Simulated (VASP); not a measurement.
Runs of VASP 6.6.1 on MgS. The structure is that of space group R3m (No. 160), or close to it. The cells are those of the table. 

| cell | gap on the mesh (eV) | pressure (GPa) | largest force (eV/Å) |
| --- | --- | --- | --- |
| a = 3.897, b = 3.897, c = 6.749 Å, angles 73.2, 73.2, 60.0°, 4 atoms | (a) | (b) | 0.97 |
| a = 3.996, b = 3.996, c = 6.922 Å, angles 73.2, 73.2, 60.0°, 4 atoms | 3.16 | 0.2 | 0.82 |
| a = 4.046, b = 4.046, c = 7.009 Å, angles 73.2, 73.2, 60.0°, 4 atoms | 2.98 | -1.9 | 0.75 |
| a = 3.946, b = 3.946, c = 6.835 Å, angles 73.2, 73.2, 60.0°, 4 atoms | 3.34 | 2.6 | 0.89 |
| a = 4.096, b = 4.096, c = 7.095 Å, angles 73.2, 73.2, 60.0°, 4 atoms | 2.81 | (c) | 0.68 |

Alike in all rows: task single point; level PBEsol; potentials or basis VASP PAW PBE potentials, release 64 (Mg, S); no spin polarisation; k mesh 9 × 9 × 8; cutoff (eV) 520; smearing gaussian 0.05 eV.

Problem. Estimate the missing entries.

Solution. (a) 3.54; (b) 5.4; (c) -3.6.

Caveats: the PAW data sets were made with another functional, which shifts forces and pressure a little; the cell stands under pressure (at least some runs); the cell stands under tension (at least some runs).

A k mesh can miss the band edges.
